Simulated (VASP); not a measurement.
## Sn3Pb5Se8: relaxation of cell and atoms with PBEsol

The system is Sn3Pb5Se8.

```
Sn Pb Se
1.0
     0.00000    6.08331   -6.08331
    -6.08331    0.00000   -6.08331
    -6.08331    6.08331    0.00000
Sn Pb Se
3 5 8
Direct
  0.50000 0.50000 0.00000
  0.00000 0.50000 0.00000
  0.50000 0.00000 0.00000
  0.00000 0.00000 0.00000
  0.50000 0.50000 0.50000
  0.00000 0.50000 0.50000
  0.50000 0.00000 0.50000
  0.00000 0.00000 0.50000
  0.75000 0.75000 0.25000
  0.25000 0.75000 0.25000
  0.75000 0.25000 0.25000
  0.25000 0.25000 0.25000
  0.75000 0.75000 0.75000
  0.25000 0.75000 0.75000
  0.75000 0.25000 0.75000
  0.25000 0.25000 0.75000
```

```json
{"Program": "VASP 6.6.1", "Task": "relaxation of cell and atoms", "Functional": "PBEsol", "Potentials or basis": "VASP PAW PBE potentials, release 64 (Sn_d, Pb_d, Se)", "Cutoff": "600 eV", "k mesh": "6 × 6 × 5", "Occupations": "gaussian, width 0.03 eV", "Spin": "no spin polarisation", "Further INCAR settings": "ALGO = Normal; EDIFF = 1e-06; IBRION = 2; EDIFFG = -0.01; NSW = 90; ISIF = 3"}
```

```json
{"Relaxed volume": "27.64 Å³/atom", "Relaxed cell": "a = 8.552 Å, b = 8.552 Å, c = 8.551 Å, α = 60.00°, β = 60.00°, γ = 60.00°", "Space group after relaxing (to 0.1 Å)": "R-3m (No. 166)", "Energy gained by relaxing": "4.7 meV/atom", "Ionic steps": "5", "Pressure after relaxing": "0.0 GPa", "Largest force after relaxing": "0.004 eV/Å", "Band gap on the k mesh": "zero (filled and empty bands touch)"}
```

Forces on the atoms (eV/Å):
```
Sn   0.000  0.000  0.000
Sn   0.000  0.000  0.000
Sn   0.000  0.000  0.000
Pb   0.000  0.000  0.000
Pb   0.000  0.000  0.000
Pb   0.000  0.000  0.000
Pb   0.000  0.000  0.000
Pb   0.000  0.000  0.000
Se   0.002 -0.002  0.000
Se   0.002  0.000 -0.002
Se   0.000 -0.002 -0.002
Se  -0.002  0.002  0.002
Se   0.002 -0.002 -0.002
Se   0.000  0.002  0.002
Se  -0.002  0.000  0.002
Se  -0.002  0.002  0.000
```

The path:
| step | energy change (eV) | largest force (eV/Å) | pressure (GPa) | volume (Å³) |
| --- | --- | --- | --- | --- |
| 1 | 0.0000 | 0.3061 | -0.84 | 450.25 |
| 2 | -0.0416 | 0.2444 | 0.28 | 440.71 |
| 3 | -0.0418 | 0.2396 | 0.36 | 440.01 |
| 4 | -0.0627 | 0.1415 | 0.23 | 440.87 |
| 5 | -0.0747 | 0.0036 | 0.04 | 442.16 |

Final structure:
```
Sn Pb Se
1.0
     0.00000    6.04687   -6.04687
    -6.04687    0.00000   -6.04687
    -6.04651    6.04651   -0.00036
Sn Pb Se
3 5 8
Direct
  0.50000 0.50000 0.00000
  0.00000 0.50000 0.00000
  0.50000 0.00000 0.00000
  0.00000 0.00000 0.00000
  0.50000 0.50000 0.50000
  0.00000 0.50000 0.50000
  0.50000 0.00000 0.50000
  0.00000 0.00000 0.50000
  0.75000 0.75000 0.24448
  0.25552 0.75000 0.24448
  0.75000 0.25552 0.24448
  0.25275 0.25275 0.24175
  0.74725 0.74725 0.75825
  0.25000 0.74448 0.75552
  0.74448 0.25000 0.75552
  0.25000 0.25000 0.75552
```

Levels at points of the mesh, in eV from the Fermi level:
```tsv
k point	band 78	band 79	band 80	band 81	band 82	band 83
(0.00, 0.00, 0.00)	-0.03	-0.01	-0.01	-0.01	0.25	0.28
(0.50, 0.00, 0.00)	-1.95	-1.09	-1.07	1.94	2.08	2.58
(0.50, 0.50, 0.00)	-0.69	-0.57	-0.50	1.14	1.19	1.21
```

Run time: 76 min on 4 MPI ranks on Intel(R) Xeon(R) Platinum 8259CL CPU @ 2.50GHz (Skylake/Cascade Lake), on a shared host, peak memory 2.3 GiB a rank.

Caveat: semilocal functionals underestimate gaps, so a narrow gap can read as zero; the PAW data sets were made with another functional, which shifts forces and pressure a little; spin-orbit coupling is left out, which moves the levels of the heavy elements.
